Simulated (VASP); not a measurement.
Here is a VASP 6.6.1 calculation.

Contents of INCAR:

```
PREC = Accurate
ENCUT = 520
EDIFF = 1E-7
ISMEAR = -1
SIGMA = 0.05
LREAL = False
LASPH = True
NELM = 60
ALGO = Normal
ISIF = 2
LWAVE = False
LCHARG = False
GGA = RP
NBANDS = 18
```

KPOINTS

```
Automatic mesh
0
Gamma
  9 9 9
```

POSCAR

```
HfO2
1.0
    0.0000000000      2.5744375797      2.5744375797
    2.5744375797      0.0000000000      2.5744375797
    2.5744375797      2.5744375797      0.0000000000
Hf O
1 2
Direct
    0.0000000000      0.0000000000      0.0000000000
    0.7500000000      0.7500000000      0.7500000000
    0.2500000000      0.2500000000      0.2500000000
```

Potentials or basis: VASP PAW PBE potentials, release 64 (Hf_pv, O).

Command:

```sh
$ cat potpaw_PBE.64/Hf_pv/POTCAR potpaw_PBE.64/O/POTCAR > POTCAR
$ mpirun -np 1 vasp_std > vasp.out
```

What does it give for the band gap on the k mesh?

3.89 eV, indirect (least direct gap 3.99 eV).

Predict the pressure.

-5.5 GPa.

Caveat: the PAW data sets were made with another functional, which shifts forces and pressure a little; spin-orbit coupling is left out, which moves the levels of the heavy elements. A k mesh can miss the band edges.
